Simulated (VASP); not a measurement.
# Ta2N (P-31m) in VASP: a series of runs

Ta2N is run at these levels: LDA; tasks: single point, relaxation of cell and atoms.

All numbers are computed with VASP 6.6.1; they aren't measurements. Logs are shortened: lines on timing, memory, paths and dates and some standing lists are left out, and cuts for length are marked.

## (1) The cell of the first run

Symmetry: P-31m, No. 162, trigonal system. Conventional cell: a = 5.229 Å, b = 5.229 Å, c = 4.883 Å, α = 90.00°, β = 90.00°, γ = 120.00°. Ta (site symmetry m) has 3 N at 2.12 to 2.14 Å within 2.8 Å. Within 2.8 Å of N (site symmetry 32) lie 6 Ta at 2.14 Å. Within 2.8 Å of N (site symmetry -3m) lie 6 Ta at 2.12 Å.

## (2) Single point, LDA

Contents of INCAR:

```
SYSTEM = Ta2N
PREC = Accurate
ENCUT = 520
EDIFF = 1E-6
ISMEAR = 0
SIGMA = 0.1
LREAL = .FALSE.
LASPH = .TRUE.
NELM = 100
ALGO = Normal
ISIF = 2
LWAVE = .FALSE.
LCHARG = .FALSE.
NBANDS = 50
```

Contents of KPOINTS:

```
Automatic mesh
0
G
  9 9 8
  0 0 0
```

Contents of POSCAR:

```
Ta2N
1.0
    5.2288528097      0.0000000029      0.0000000000
   -2.6144264073      4.5283193644      0.0000000000
    0.0000000000      0.0000000000      4.8834764473
Ta N
6 3
Direct
    0.6669298452      0.6669298452      0.7526084307
    0.0000000000      0.3330701548      0.7526084307
    0.3330701548      0.0000000000      0.7526084307
    0.3330701548      0.3330701548      0.2473915693
    0.0000000000      0.6669298452      0.2473915693
    0.6669298452      0.0000000000      0.2473915693
    0.6666666667      0.3333333333      0.5000000000
    0.3333333333      0.6666666667      0.5000000000
    0.0000000000      0.0000000000      0.0000000000
```

Potentials or basis: VASP PAW LDA potentials, release 64 (Ta_pv, N).

Started as:

```sh
cat potpaw_LDA.64/Ta_pv/POTCAR potpaw_LDA.64/N/POTCAR > POTCAR
mpirun -np 1 vasp_std > vasp.out
```

OUTCAR:

```text
SYSTEM = Ta2N
   PREC = Accurate
   ENCUT = 520
   EDIFF = 1E-6
   ISMEAR = 0
   LREAL = .FALSE.
   LASPH = .TRUE.
   NELM = 100
   ISIF = 2

 ion  position               nearest neighbor table
   1  0.667  0.667  0.753-   9 2.12   7 2.14   8 2.14   6 2.98   5 2.98   4 2.98   2 3.02   3 3.02
                             6 3.02   5 3.02   2 3.02   3 3.02   3 3.02   2 3.02   4 3.02
   2  0.000  0.333  0.753-   9 2.12   7 2.14   8 2.14   4 2.98   6 2.98   5 2.98   3 3.02   1 3.02
                             4 3.02   6 3.02   1 3.02   3 3.02   3 3.02   1 3.02   5 3.02
   3  0.333  0.000  0.753-   9 2.12   8 2.14   7 2.14   4 2.98   5 2.98   6 2.98   2 3.02   1 3.02
                             4 3.02   5 3.02   1 3.02   2 3.02   1 3.02   2 3.02   6 3.02
   4  0.333  0.333  0.247-   9 2.12   8 2.14   7 2.14   3 2.98   2 2.98   1 2.98   5 3.02   6 3.02
                             3 3.02   2 3.02   5 3.02   6 3.02   6 3.02   5 3.02   1 3.02
   5  0.000  0.667  0.247-   9 2.12   8 2.14   7 2.14   1 2.98   3 2.98   2 2.98   6 3.02   4 3.02
                             1 3.02   3 3.02   4 3.02   6 3.02   6 3.02   4 3.02   2 3.02
   6  0.667  0.000  0.247-   9 2.12   7 2.14   8 2.14   1 2.98   2 2.98   3 2.98   5 3.02   4 3.02
                             1 3.02   2 3.02   4 3.02   5 3.02   4 3.02   5 3.02   3 3.02
   7  0.667  0.333  0.500-   6 2.14   2 2.14   5 2.14   3 2.14   1 2.14   4 2.14
   8  0.333  0.667  0.500-   3 2.14   5 2.14   2 2.14   6 2.14   4 2.14   1 2.14
   9  0.000  0.000  0.000-   2 2.12   5 2.12   3 2.12   6 2.12   1 2.12   4 2.12

  LATTYP: Found a hexagonal cell.
 ALAT       =     5.2288528097
 C/A-ratio  =     0.9339479662

  Lattice vectors:

 A1 = (   5.2288528097,   0.0000000029,   0.0000000000)
 A2 = (  -2.6144264073,   4.5283193644,   0.0000000000)
 A3 = (   0.0000000000,   0.0000000000,   4.8834764473)

Analysis of symmetry for initial positions (statically):
=====================================================================
 Subroutine PRICEL returns:
 Original cell was already a primitive cell.

 Routine SETGRP: Setting up the symmetry group for a
 hexagonal supercell.

 Subroutine GETGRP returns: Found 12 space group operations
 (whereof 12 operations were pure point group operations)
 out of a pool of 24 trial point group operations.

The static configuration has the point symmetry D_3d.

Analysis of symmetry for dynamics (positions and initial velocities):
=====================================================================
 Subroutine PRICEL returns:
 Original cell was already a primitive cell.

 Routine SETGRP: Setting up the symmetry group for a
 hexagonal supercell.

 Subroutine GETGRP returns: Found 12 space group operations
 (whereof 12 operations were pure point group operations)
 out of a pool of 24 trial point group operations.

The dynamic configuration has the point symmetry D_3d.

 Subroutine INISYM returns: Found 12 space group operations
 (whereof 12 operations are pure point group operations),
 and found     1 'primitive' translations

----------------------------------------------------------------------------------------

                                     Primitive cell

  volume of cell :     115.6305

  direct lattice vectors                    reciprocal lattice vectors
     5.228852810  0.000000003  0.000000000     0.191246538  0.110416241  0.000000000
    -2.614426407  4.528319364  0.000000000    -0.000000000  0.220832481  0.000000000
     0.000000000  0.000000000  4.883476447     0.000000000  0.000000000  0.204772156

  length of vectors
     5.228852810  5.228852810  4.883476447     0.220832481  0.220832481  0.204772156

  position of ions in fractional coordinates (direct lattice)
     0.666929845  0.666929845  0.752608431
     1.000000000  0.333070155  0.752608431
     0.333070155  1.000000000  0.752608431
     0.333070155  0.333070155  0.247391569
     1.000000000  0.666929845  0.247391569
     0.666929845  1.000000000  0.247391569
     0.666666667  0.333333333  0.500000000
     0.333333333  0.666666667  0.500000000
     0.000000000  0.000000000  0.000000000

  ion indices of the primitive-cell ions
   primitive index   ion index
                 1           1
                 2           2
                 3           3
                 4           4
                 5           5
                 6           6
                 7           7
                 8           8
                 9           9

----------------------------------------------------------------------------------------

 KPOINTS: Automatic mesh

Automatic generation of k-mesh.
 Grid dimensions read from file:
 generate k-points for:    9    9    8

 Generating k-lattice:

  Cartesian coordinates                     Fractional coordinates (reciprocal lattice)
     0.021249615  0.012268471  0.000000000     0.111111111 -0.000000000  0.000000000
[... 66 lines left out ...]
  Fermi-wavevector in a.u.,A,eV,Ry     =   1.453937  2.747543 28.761810  2.113933
  Thomas-Fermi vector in A             =   2.571146
   LORBIT       =      0    0 simple, 1 ext, 2 COOP (PROOUT), +10 PAW based schemes
   GGA     = CA    functional components
   LHFCALC =     F    Hartree Fock is set to
   AEXX    =    0.0000 exact exchange contribution
   IVDW    =     0    specifies the selected vdW correction
   LEPSILON=     F    determine dielectric tensor
   LRPA    =     F    only Hartree local field effects (RPA)
 non-spin polarized calculation
 Gauss-broadening in eV      SIGMA  =   0.10
  energy-cutoff  :      520.00
  volume of cell :      115.63
 maximum number of plane-waves:      3175
   NGX = 19   NGY = 19   NGZ = 19

 number of electron      81.0000008 magnetization

 Free energy of the ion-electron system (eV)
  ---------------------------------------------------
  ext. energy  EPLUGINS =         0.00000000
  ---------------------------------------------------
  free energy    TOTEN  =      -114.08935447 eV

  energy without entropy =     -114.07603175  energy(sigma->0) =     -114.08269311

 E-fermi :   7.7253     XC(G=0): -13.3474

 val. band max:        7.7175573200   @ k =   0.3333  -0.0000   0.0000
 cond. band min:       7.7281457476   @ k =  -0.2222   0.4444   0.1250
 fundamental gap:      0.0105884275
 Fermi energy:         7.7253107822

 k-point     1 :       0.0000    0.0000    0.0000
  band No.  band energies     occupation
      1     -27.8743      2.00000
      2     -27.4388      2.00000
      3     -27.2436      2.00000
      4     -27.2436      2.00000
      5     -27.2286      2.00000
      6     -27.2286      2.00000
[... 42 lines left out ...]
     49      10.9684      0.00000
     50      11.3927      0.00000

 k-point     2 :       0.1111   -0.0000    0.0000
  band No.  band energies     occupation
      1     -27.8608      2.00000
      2     -27.4556      2.00000
      3     -27.2907      2.00000
      4     -27.2848      2.00000
      5     -27.2404      2.00000
      6     -27.1940      2.00000
[... 42 lines left out ...]
     49      10.9033      0.00000
     50      11.0954      0.00000

 k-point     3 :       0.2222   -0.0000    0.0000
  band No.  band energies     occupation
      1     -27.8217      2.00000
      2     -27.4880      2.00000
      3     -27.3314      2.00000
      4     -27.3060      2.00000
      5     -27.2865      2.00000
      6     -27.1713      2.00000
[... 42 lines left out ...]
     49      10.4768      0.00000
     50      11.0822      0.00000

 k-point     4 :       0.3333   -0.0000    0.0000
  band No.  band energies     occupation
      1     -27.7659      2.00000
      2     -27.5144      2.00000
      3     -27.3387      2.00000
      4     -27.3251      2.00000
      5     -27.3067      2.00000
      6     -27.1904      2.00000
[... 999 lines left out ...]
 k-point    23 :      -0.1111    0.4444    0.1250
  band No.  band energies     occupation
      1     -27.7165      2.00000
      2     -27.5656      2.00000
      3     -27.3884      2.00000
      4     -27.2988      2.00000
      5     -27.2868      2.00000
      6     -27.1868      2.00000
[... 42 lines left out ...]
     49      10.8187      0.00000
     50      11.3705      0.00000

 k-point    24 :       0.4444    0.1111    0.1250
  band No.  band energies     occupation
      1     -27.7172      2.00000
      2     -27.4858      2.00000
      3     -27.4007      2.00000
      4     -27.3464      2.00000
      5     -27.2806      2.00000
      6     -27.1830      2.00000
[... 42 lines left out ...]
     49      10.8338      0.00000
     50      11.1438      0.00000

 [... further k-points ...]
[... 5 lines left out ...]
  --------------------------------------------------------------------------------------
  -------------------------------------------------------------------------------------
  Total        1.1417856      1.1417856      1.1624704      0.0000000      0.0000000      0.0000000
  in kB       15.8205865     15.8205865     16.1071958      0.0000000      0.0000000      0.0000000
  external PRESSURE =      15.9161230 kB  Pullay stress =       0.0000000 kB

 VOLUME and BASIS-vectors are now :
 -----------------------------------------------------------------------------
  energy-cutoff  :      520.00
  volume of cell :      115.63
      direct lattice vectors                 reciprocal lattice vectors
     5.228852810  0.000000003  0.000000000     0.191246538  0.110416241  0.000000000
    -2.614426407  4.528319364  0.000000000    -0.000000000  0.220832481  0.000000000
     0.000000000  0.000000000  4.883476447     0.000000000  0.000000000  0.204772156

 POSITION                                       TOTAL-FORCE (eV/Angst)
 -----------------------------------------------------------------------------------
      1.74364      3.02007      3.67535        -0.003927     -0.006802      0.014204
     -0.87079      1.50825      3.67535        -0.003927      0.006802      0.014204
      1.74157      0.00000      3.67535         0.007855      0.000000      0.014204
      0.87079      1.50825      1.20813         0.003927      0.006802     -0.014204
     -1.74364      3.02007      1.20813         0.003927     -0.006802     -0.014204
      3.48728      0.00000      1.20813        -0.007855     -0.000000     -0.014204
      2.61443      1.50944      2.44174         0.000000      0.000000     -0.000000
     -0.00000      3.01888      2.44174         0.000000      0.000000     -0.000000
      0.00000      0.00000      0.00000         0.000000      0.000000      0.000000
 -----------------------------------------------------------------------------------
    total drift:                               -0.000000     -0.000000      0.000000

  FREE ENERGIE OF THE ION-ELECTRON SYSTEM (eV)
  ---------------------------------------------------
  free  energy   TOTEN  =      -114.0893544717 eV

  energy  without entropy=     -114.0760317468  energy(sigma->0) =     -114.08269311
```

Wall time 7 min (1 thread of AMD EPYC 7R13 (Zen 3), shared host); peak memory 0.4 GiB.

What came out:

- Free energy: -114.0894 eV
- Pressure: 1.6 GPa
- Largest force: 0.016 eV/Å
- Band gap on the k mesh: zero (an odd number of electrons rules out a gap without spin polarisation)

Forces on the atoms (eV/Å):
```
Ta  -0.004 -0.007  0.014
Ta  -0.004  0.007  0.014
Ta   0.008  0.000  0.014
Ta   0.004  0.007 -0.014
Ta   0.004 -0.007 -0.014
Ta  -0.008  0.000 -0.014
N    0.000  0.000  0.000
N    0.000  0.000  0.000
N    0.000  0.000  0.000
```

Caveat: spin-orbit coupling is left out, which moves the levels of the heavy elements.

## (3) Single point, LDA

Contents of INCAR:

```
PREC     = Accurate       # precision mode
ENCUT    = 520            # plane-wave cutoff, eV
EDIFF    = 1E-6           # SCF threshold, eV
ISMEAR   = 0              # smearing method
SIGMA    = 0.1            # smearing width, eV
LREAL    = F              # projectors in reciprocal space
LASPH    = T              # aspherical terms in the spheres
NELM     = 100            # most SCF steps
ALGO     = Normal         # electronic algorithm
ISIF     = 2              # what is computed and relaxed
LWAVE    = F              # write WAVECAR
LCHARG   = F              # write CHGCAR
NBANDS   = 50             # bands
```

Contents of KPOINTS:

```
Automatic mesh
0
Gamma
  6 6 4
```

Contents of POSCAR:

```
Ta2N
1.0
    5.2324061801      0.0000000029      0.0000000000
   -2.6162030925      4.5313966734      0.0000000000
    0.0000000000      0.0000000000      4.8768005237
Ta N
6 3
Direct
    0.6667523938      0.6667523938      0.7528099512
    0.0000000000      0.3332476062      0.7528099512
    0.3332476062      0.0000000000      0.7528099512
    0.3332476062      0.3332476062      0.2471900488
    0.0000000000      0.6667523938      0.2471900488
    0.6667523938      0.0000000000      0.2471900488
    0.6666666667      0.3333333333      0.5000000000
    0.3333333333      0.6666666667      0.5000000000
    0.0000000000      0.0000000000      0.0000000000
```

Potentials or basis: VASP PAW LDA potentials, release 64 (Ta_pv, N).

Started as:

```sh
cat potpaw_LDA.64/Ta_pv/POTCAR potpaw_LDA.64/N/POTCAR > POTCAR
mpirun -np 1 vasp_std > vasp.out
```

It took 2.3 min on 1 thread of AMD EPYC 7R13 (Zen 3), shared host; peak memory 0.22 GiB.

It converged, with:

* Free energy: -114.1288 eV
* Pressure: 1.5 GPa
* Largest force: 0.027 eV/Å
* Band gap on the k mesh: zero (an odd number of electrons rules out a gap without spin polarisation)

Forces on the atoms (eV/Å):
```
Ta   0.006  0.011  0.024
Ta   0.006 -0.011  0.024
Ta  -0.012  0.000  0.024
Ta  -0.006 -0.011 -0.024
Ta  -0.006  0.011 -0.024
Ta   0.012  0.000 -0.024
N    0.000  0.000  0.000
N    0.000  0.000  0.000
N    0.000  0.000  0.000
```

Levels at points of the mesh, in eV from the Fermi level:
| k point | band 37 | band 38 | band 39 | band 40 | band 41 | band 42 | band 43 | band 44 | band 45 | band 46 |
| --- | --- | --- | --- | --- | --- | --- | --- | --- | --- | --- |
| (0.00, 0.00, 0.00) | -1.48 | -0.83 | -0.45 | -0.45 | -0.32 | -0.11 | -0.11 | 0.73 | 0.73 | 1.86 |
| (0.50, 0.00, 0.00) | -2.08 | -1.99 | -1.33 | 0.44 | 0.63 | 1.00 | 1.05 | 1.92 | 2.37 | 2.51 |
| (0.00, 0.00, 0.50) | -1.68 | -1.68 | -1.38 | -1.38 | -0.95 | 0.68 | 0.68 | 0.88 | 2.15 | 2.15 |
| (0.50, 0.00, 0.50) | -2.14 | -1.28 | -1.22 | -0.72 | 0.01 | 0.18 | 0.24 | 0.73 | 1.07 | 2.81 |

Caveat: spin-orbit coupling is left out, which moves the levels of the heavy elements.

## (4) Relaxation of cell and atoms, LDA

This run uses another cell than the first one, of 13.33 Å³/atom.

Contents of INCAR:

```
ALGO     = Normal         # electronic algorithm
EDIFF    = 1E-6           # SCF threshold, eV
EDIFFG   = -0.05          # ionic threshold
ENCUT    = 600            # plane-wave cutoff, eV
IBRION   = 2              # ionic algorithm
ISIF     = 3              # what is computed and relaxed
ISMEAR   = 0              # smearing method
LASPH    = T              # aspherical terms in the spheres
LCHARG   = F              # write CHGCAR
LREAL    = F              # projectors in reciprocal space
LWAVE    = F              # write WAVECAR
NELM     = 100            # most SCF steps
NSW      = 100            # ionic steps
PREC     = Accurate       # precision mode
SIGMA    = 0.1            # smearing width, eV
```

Contents of KPOINTS:

```
k-points
0
Gamma
  6 6 4
```

Contents of POSCAR:

```
Ta2N
1.0
    5.2965720500      0.0000000000      0.0000000000
   -2.6482860300      4.5869659500      0.0000000000
    0.0000000000      0.0000000000      4.9391825700
Ta N
6 3
Direct
    0.6663616800      0.6663616800      0.7536182600
    0.0000000000      0.3336383200      0.7536182600
    0.3336383200      0.0000000000      0.7536182600
    0.3336383200      0.3336383200      0.2463817400
    0.0000000000      0.6663616800      0.2463817400
    0.6663616800      0.0000000000      0.2463817400
    0.6666666700      0.3333333300      0.5000000000
    0.3333333300      0.6666666700      0.5000000000
    0.0000000000      0.0000000000      0.0000000000
```

Started as:

```sh
cat potpaw_LDA.64/Ta_pv/POTCAR potpaw_LDA.64/N/POTCAR > POTCAR
mpirun -np 1 vasp_std > vasp.out
```

Wall time 9.3 min (1 thread of AMD EPYC 7R13 (Zen 3), shared host); peak memory 0.27 GiB.

The run converged. Its results:

| Item | Value |
| --- | --- |
| Free energy | -114.1363 eV |
| Relaxed volume | 12.90 Å³/atom |
| Relaxed cell | a = 5.240 Å, b = 5.240 Å, c = 4.883 Å, α = 90.00°, β = 90.00°, γ = 120.00° |
| Space group after relaxing (to 0.1 Å) | P-31m (No. 162) |
| Energy gained by relaxing | 13.5 meV/atom |
| Ionic steps | 6 |
| Pressure after relaxing | 0.2 GPa |
| Largest force after relaxing | 0.013 eV/Å |
| Band gap on the k mesh | zero (an odd number of electrons rules out a gap without spin polarisation) |

Forces on the atoms (eV/Å):
```
Ta   0.006  0.011  0.003
Ta   0.006 -0.011  0.003
Ta  -0.013  0.000  0.003
Ta  -0.006 -0.011 -0.003
Ta  -0.006  0.011 -0.003
Ta   0.013  0.000 -0.003
N    0.000  0.000  0.000
N    0.000  0.000  0.000
N    0.000  0.000  0.000
```

The path:
```tsv
step	energy change (eV)	largest force (eV/Å)	pressure (GPa)	volume (Å³)
1	0.0000	0.1435	-9.71	120.00
2	0.8177	0.3247	33.49	106.50
3	-0.1207	0.0590	-0.33	116.28
4	-0.1208	0.0563	-0.04	116.16
5	-0.1208	0.0545	0.18	116.09
6	-0.1212	0.0133	0.18	116.10
```

Final structure:
```
Ta N
1.0
     5.23982    0.00000    0.00000
    -2.61991    4.53782    0.00000
     0.00000    0.00000    4.88281
Ta N
6 3
Direct
  0.66673 0.66673 0.75290
  0.00000 0.33327 0.75290
  0.33327 0.00000 0.75290
  0.33327 0.33327 0.24710
  0.00000 0.66673 0.24710
  0.66673 0.00000 0.24710
  0.66667 0.33333 0.50000
  0.33333 0.66667 0.50000
  0.00000 0.00000 0.00000
```

Levels at points of the mesh, in eV from the Fermi level:
```csv
k point,band 37,band 38,band 39,band 40,band 41,band 42,band 43,band 44,band 45,band 46
"(0.00, 0.00, 0.00)",-1.49,-0.83,-0.45,-0.45,-0.32,-0.11,-0.11,0.73,0.73,1.85
"(0.50, 0.00, 0.00)",-2.07,-1.98,-1.33,0.44,0.63,1.00,1.05,1.91,2.36,2.50
"(0.00, 0.00, 0.50)",-1.68,-1.68,-1.37,-1.37,-0.94,0.68,0.68,0.88,2.14,2.14
"(0.50, 0.00, 0.50)",-2.13,-1.27,-1.21,-0.72,0.01,0.18,0.24,0.73,1.06,2.79
```

Caveat: spin-orbit coupling is left out, which moves the levels of the heavy elements.

## (5) Overview

```tsv
task	cell	k mesh	cutoff (eV)	gap on the mesh (eV)	pressure (GPa)	largest force (eV/Å)
single point	a = 5.229, b = 5.229, c = 4.883 Å, angles 90.0, 90.0, 120.0°, 9 atoms	9 × 9 × 8	520	none	1.6	0.02
single point	a = 5.232, b = 5.232, c = 4.877 Å, angles 90.0, 90.0, 120.0°, 9 atoms	6 × 6 × 4	520	none	1.5	0.03
relaxation of cell and atoms	relaxed from a = 5.297, b = 5.297, c = 4.939 Å, angles 90.0, 90.0, 120.0°, 9 atoms	6 × 6 × 4	600	none	0.2	0.01
```

Alike in all rows: level LDA; potentials or basis VASP PAW LDA potentials, release 64 (Ta_pv, N); no spin polarisation; smearing gaussian 0.1 eV.

Caveats: spin-orbit coupling is left out, which moves the levels of the heavy elements.

Total energies depend on the potentials used, so only differences within one code and one set of settings carry meaning.
